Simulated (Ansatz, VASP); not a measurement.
**One calculation of AlNi3, two programs**

```xyz
4
Lattice="3.1866 0.0000 0.0000 0.0000 3.1866 0.0000 0.0000 0.0000 3.1866" Properties=species:S:1:pos:R:3 pbc="T T T"
Al    0.0000    0.0000    0.0000
Ni    0.0000    1.5933    1.5933
Ni    1.5933    0.0000    1.5933
Ni    1.5933    1.5933    0.0000
```

Change from the starting cell: volume scaled by 0.74, no spin polarisation, PAW files.

Alike in both runs: task single point; functional PBE; k mesh 10 × 10 × 10; occupations fermi-dirac, width 0.03 eV; no spin polarisation.

```csv
,VASP,Ansatz
version,VASP 6.6.1,Ansatz 0.2.0
potentials or method,"VASP PAW PBE potentials, release 64 (Al, Ni)","PAW with Ansatz's default frozen-core files, scalar-relativistic"
plane-wave cutoff (eV),520,420
valence electrons in the cell,33,57
```

VASP gave:

| Item | Value |
| --- | --- |
| pressure (GPa) | 131.8 |

Question: Which values does Ansatz return?

Answer: Pressure (GPa): 132.4.

Both programs put the cell under a high pressure, so it lies far from rest at this level. With one functional, cell and mesh, what is left measures potentials, basis and numerics. VASP's potentials hold 33 valence electrons a cell and Ansatz's 57, so a difference there can come from the potentials and not from the codes.

Noted on VASP's run: the cell as given lies far from equilibrium.
